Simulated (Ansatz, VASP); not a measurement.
# One calculation of P, two programs

```
CELL_PARAMETERS angstrom
0.00000 1.94455 1.94455
1.94455 0.00000 1.94455
1.94455 1.94455 0.00000
ATOMIC_POSITIONS crystal
P 0.00000 0.00000 0.00000
```

Alike in both runs: functional revPBE; k mesh 14 × 14 × 14; occupations fermi-dirac, width 0.1 eV; no spin polarisation.

Ansatz relaxed the structure, and its values are those at the end. VASP's run is a single point on that final structure, the one shown.

|  | VASP | Ansatz |
| --- | --- | --- |
| version | VASP 6.6.1 | Ansatz 0.2.0 |
| potentials or method | VASP PAW PBE potentials, release 64 (P), cutoff 520 eV | plane waves (420 eV) with PAW, scalar-relativistic |
| valence electrons in the cell | 5 | 5 |

Ansatz gave:

```
pressure (GPa) : 0.0
```

**Question.** What did VASP give for the same quantities?

**Answer.** Pressure (GPa): -0.4.

VASP's potentials were made for PBE, not for revPBE.
